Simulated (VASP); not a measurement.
Input of a VASP 6.6.1 run:

INCAR

```
SYSTEM = Al2Cu
  PREC = Accurate
  ENCUT = 600
  EDIFF = 1E-7
  ISMEAR = 0
  SIGMA = 0.1
  LREAL = .False.
  LASPH = .True.
  NELM = 80
  ALGO = Fast
  ISIF = 3
  LWAVE = .False.
  LCHARG = .False.
  GGA = PE
  IBRION = 2
  NSW = 80
  EDIFFG = -0.01
```

The input KPOINTS:

```
regular mesh
0
Gamma
  10 10 14
  0 0 0
```

File POSCAR:

```
Al2Cu
1.0
    4.1051820000      0.0000000000      0.0000000000
    0.0000000000      4.1051820000      0.0000000000
    0.0000000000      0.0000000000      2.8913130000
Al Cu
2 1
Direct
    0.5000000000      0.0000000000      0.5000000000
    0.0000000000      0.5000000000      0.5000000000
    0.0000000000      0.0000000000      0.0000000000
```

Potentials or basis: VASP PAW PBE potentials, release 64 (Al, Cu).

The run is started by

```sh
$ cat potpaw_PBE.64/Al/POTCAR potpaw_PBE.64/Cu/POTCAR > POTCAR
$ mpirun -np 1 vasp_std > vasp.out
```

(1) Estimate the relaxed volume.

(2) Estimate the relaxed cell.

(3) What does it give for the space group after relaxing (to 0.1 Å)?

Answers

(1) 16.36 Å³/atom.

(2) a = 4.123 Å, b = 4.123 Å, c = 2.887 Å, α = 90.00°, β = 90.00°, γ = 90.00°.

(3) P4/mmm (No. 123).

Caveat: the highest band is partly filled, so the run has too few bands.
